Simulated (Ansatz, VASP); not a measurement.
## Ge in VASP and in Ansatz

The input INCAR:

```
SYSTEM = Ge
PREC = Accurate ; ENCUT = 520
EDIFF = 1E-6 ; ISMEAR = -1
SIGMA = 0.05 ; LREAL = .FALSE.
LASPH = .TRUE. ; NELM = 100
ALGO = Normal ; ISIF = 2
LWAVE = .FALSE. ; LCHARG = .FALSE.
GGA = PS ; NBANDS = 36
```

KPOINTS

```
Automatic mesh
0
G
  11 11 6
  0 0 0
```

File POSCAR:

```
Ge
1.0
    3.9975858431      0.0000000000      0.0000000000
   -1.9987929216      3.4620108940      0.0000000000
    0.0000000000      0.0000000000      6.5993779500
Ge
4
Direct
    0.6666666667      0.3333333333      0.0629012500
    0.3333333333      0.6666666667      0.5629012500
    0.6666666667      0.3333333333      0.4370987500
    0.3333333333      0.6666666667      0.9370987500
```

Input for Ansatz:

```yaml
crystal:
  lattice:
    - [3.9975858431, 0.0, 0.0]
    - [-1.9987929216, 3.462010894, 0.0]
    - [0.0, 0.0, 6.59937795]
  atoms:
    - { symbol: Ge, position: [0.6666666667, 0.3333333333, 0.06290125] }
    - { symbol: Ge, position: [0.3333333333, 0.6666666667, 0.56290125] }
    - { symbol: Ge, position: [0.6666666667, 0.3333333333, 0.43709875] }
    - { symbol: Ge, position: [0.3333333333, 0.6666666667, 0.93709875] }
kpoints:
  mp_grid: { grid: [11, 11, 6] }
  band_path:
    path:
      - [0.0, 0.0, 0.0]
      - [0.5, 0.0, 0.0]
      - [0.3333333333, 0.3333333333, 0.0]
      - [0.0, 0.0, 0.0]
      - [0.0, 0.0, 0.5]
      - [0.5, 0.0, 0.5]
      - [0.3333333333, 0.3333333333, 0.5]
      - [0.0, 0.0, 0.5]
      - [0.5, 0.0, 0.5]
    npoints: 14
scf:
  occupations: { method: fermi_dirac, width: 0.05 }
hamiltonian:
  xc: pbesol
  pseudopotentials: { kind: all_electron, lapw: { basis_error: 0.001 } }
output:
  forces: true
  stress: true
  eigenvalues: true
  fatbands: true
  populations: true
  dos: { projected: true, de: 0.2, e_range: [-14, 8] }
```

Alike in both runs: task single point; functional PBEsol; k mesh 11 × 11 × 6; occupations fermi-dirac, width 0.05 eV; no spin polarisation.

|  | VASP | Ansatz |
| --- | --- | --- |
| version | VASP 6.6.1 | Ansatz 0.2.0 |
| potentials or method | VASP PAW PBE potentials, release 64 (Ge_d), cutoff 520 eV | all-electron LAPW, scalar-relativistic |

VASP gave:

| Property | Result |
| --- | --- |
| pressure (GPa) | -0.2 |
| traceless stress, the component that is largest in VASP (GPa) | -0.08 |

Q: What did Ansatz give for the same quantities?

A: Pressure (GPa): -0.1; traceless stress, the component that is largest in VASP (GPa): -0.08.

VASP's potentials were made for PBE, not for PBEsol. Ansatz ran all-electron here, and VASP with PAW potentials.
